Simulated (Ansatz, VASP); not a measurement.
# Ti2VC3: VASP beside Ansatz

Contents of INCAR:

```
SYSTEM = Ti2VC3
  PREC = Accurate
  ENCUT = 520
  EDIFF = 1E-6
  ISMEAR = -1
  SIGMA = 0.08
  LREAL = .False.
  LASPH = .True.
  NELM = 80
  ALGO = Normal
  ISIF = 2
  LWAVE = .False.
  LCHARG = .False.
  LDIPOL = .True.
  IDIPOL = 3
  DIPOL = 0.5 0.5 0.500
  NBANDS = 34
```

Contents of KPOINTS:

```
regular mesh
0
Gamma
  11 11 1
  0 0 0
```

Contents of POSCAR:

```
Ti2VC3
1.0
    3.0129104802      0.0000000000      0.0000000000
    0.0000000000      3.0129104802      0.0000000000
    0.0000000000      0.0000000000     20.2609000000
Ti C V
2 3 1
Direct
    0.2500000000      0.2500000000      0.3984135269
    0.2500000000      0.2500000000      0.6015864721
    0.7500000000      0.7500000000      0.3939089911
    0.2500000000      0.2500000000      0.4999999982
    0.7500000000      0.7500000000      0.6060910097
    0.7500000000      0.7500000000      0.5000000019
```

Input for Ansatz:

```yaml
crystal:
  lattice:
    - [3.0129104802, 0.0, 0.0]
    - [0.0, 3.0129104802, 0.0]
    - [0.0, 0.0, 20.2609]
  atoms:
    - { symbol: Ti, position: [0.25, 0.25, 0.3984135269] }
    - { symbol: C, position: [0.75, 0.75, 0.3939089911] }
    - { symbol: V, position: [0.75, 0.75, 0.5000000019] }
    - { symbol: C, position: [0.25, 0.25, 0.4999999982] }
    - { symbol: Ti, position: [0.25, 0.25, 0.6015864721] }
    - { symbol: C, position: [0.75, 0.75, 0.6060910097] }
kpoints:
  mp_grid: { grid: [11, 11, 1] }
scf:
  occupations: { method: fermi_dirac, width: 0.08 }
hamiltonian:
  xc: lda
  pseudopotentials: { kind: all_electron, lapw: { basis_error: 0.001 } }
output:
  forces: true
  stress: true
  eigenvalues: true
efield:
  axis: 3
  amplitude: 0
  dipole_correction: true
```

Alike in both runs: task single point; functional LDA; k mesh 11 × 11 × 1; occupations fermi-dirac, width 0.08 eV; no spin polarisation.

|  | VASP | Ansatz |
| --- | --- | --- |
| version | VASP 6.6.1 | Ansatz 0.2.0 |
| potentials or method | VASP PAW LDA potentials, release 64 (Ti_sv, C, V_sv), cutoff 520 eV | all-electron LAPW, scalar-relativistic |

Ansatz gave:

```
rms of the force components (eV/Å) : 0.255
```

Q: Which values does VASP return?

A: rms of the force components (eV/Å): 0.245.

LDA's correlation is that of Perdew and Zunger in VASP and of Perdew and Wang (1992) in Ansatz. Ansatz ran all-electron here, and VASP with PAW potentials.
